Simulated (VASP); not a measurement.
Input of a VASP 6.6.1 run:

File INCAR:

```
SYSTEM = W
PREC     = Accurate       ! precision mode
ENCUT    = 520            ! plane-wave cutoff, eV
EDIFF    = 1E-6           ! SCF threshold, eV
ISMEAR   = 1              ! smearing method
SIGMA    = 0.1            ! smearing width, eV
LREAL    = .False.        ! projectors in reciprocal space
LASPH    = .True.         ! aspherical terms in the spheres
NELM     = 100            ! most SCF steps
ALGO     = Fast           ! electronic algorithm
ISIF     = 2              ! what is computed and relaxed
LWAVE    = .False.        ! write WAVECAR
LCHARG   = .False.        ! write CHGCAR
GGA      = CA             ! functional
NBANDS   = 13             ! bands
```

Contents of KPOINTS:

```
Automatic mesh
0
Gamma
  20 20 20
  0 0 0
```

The input POSCAR:

```
W
1.0
   -1.5676989147      1.5676989147      1.5676989147
    1.5676989147     -1.5676989147      1.5676989147
    1.5676989147      1.5676989147     -1.5676989147
W
1
Direct
    0.0000000000      0.0000000000      0.0000000000
```

Potentials or basis: VASP PAW LDA potentials, release 64 (W_sv).

Launch:

```bash
$ cat potpaw_LDA.64/W_sv/POTCAR > POTCAR
$ mpirun -np 1 vasp_std > vasp.out
```

(1) Estimate the pressure.

(2) Estimate the band gap on the k mesh.

Results:

(1) 2.0 GPa.

(2) zero (band 7 reaches 17.08 eV, above the bottom of band 8 at 10.42 eV).

Caveat: spin-orbit coupling is left out, which moves the levels of the heavy elements.
